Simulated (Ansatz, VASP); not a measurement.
# One calculation of AlRu, two programs

The input INCAR:

```
SYSTEM = AlRu
ALGO = Normal ; EDIFF = 1E-8
ENCUT = 520 ; GGA = PE
ISIF = 2 ; ISMEAR = -1
LASPH = .TRUE. ; LCHARG = .FALSE.
LEFG = .TRUE. ; LREAL = .FALSE.
LWAVE = .FALSE. ; NBANDS = 16
NELM = 60 ; PREC = Accurate
SIGMA = 0.05
```

The input KPOINTS:

```
k-points
0
G
  12 12 12
  0 0 0
```

The input POSCAR:

```
AlRu
1.0
    3.0375095875      0.0000000000      0.0000000000
    0.0000000000      3.0375095875      0.0000000000
    0.0000000000      0.0000000000      2.9018520000
Al Ru
1 1
Direct
    0.0000000000      0.0000000000      0.0000000000
    0.5000000000      0.5000000000      0.5000000000
```

Input for Ansatz:

```yaml
crystal:
  lattice:
    - [3.0375095875, 0.0, 0.0]
    - [0.0, 3.0375095875, 0.0]
    - [0.0, 0.0, 2.901852]
  atoms:
    - { symbol: Al, position: [0.0, 0.0, 0.0] }
    - { symbol: Ru, position: [0.5, 0.5, 0.5] }
kpoints:
  mp_grid: { grid: [12, 12, 12] }
scf:
  occupations: { method: fermi_dirac, width: 0.05 }
hamiltonian:
  xc: pbe
  pseudopotentials: { kind: paw }
output:
  forces: true
  stress: true
  eigenvalues: true
  efg: { contact_densities: true }
  write_density: true
  write_potential: true
  elf: true
  volumetric_format: npy
```

Change from the starting cell: z stretched by -3 % at fixed volume, PAW files.

Alike in both runs: task electric field gradients; functional PBE; k mesh 12 × 12 × 12; occupations fermi-dirac, width 0.05 eV; no spin polarisation.

```csv
,VASP,Ansatz
version,VASP 6.6.1,Ansatz 0.2.0
potentials or method,"VASP PAW PBE potentials, release 64 (Al, Ru_pv)","PAW with Ansatz's default frozen-core files, scalar-relativistic"
plane-wave cutoff (eV),520,420
valence electrons in the cell,17,19
```

VASP gave:

```
pressure (GPa)                                                : 2.7
traceless stress, the component that is largest in VASP (GPa) : 5.71
size of Vzz on the site where it differs most (V/Å²)          : 27.8
```

Problem. Estimate Ansatz's values.

Solution. Pressure (GPa): 2.7; traceless stress, the component that is largest in VASP (GPa): 5.71; size of Vzz on the site where it differs most (V/Å²): 26.1.

With one functional, cell and mesh, what is left measures potentials, basis and numerics. VASP's potentials hold 17 valence electrons a cell and Ansatz's 19, so a difference there can come from the potentials and not from the codes.
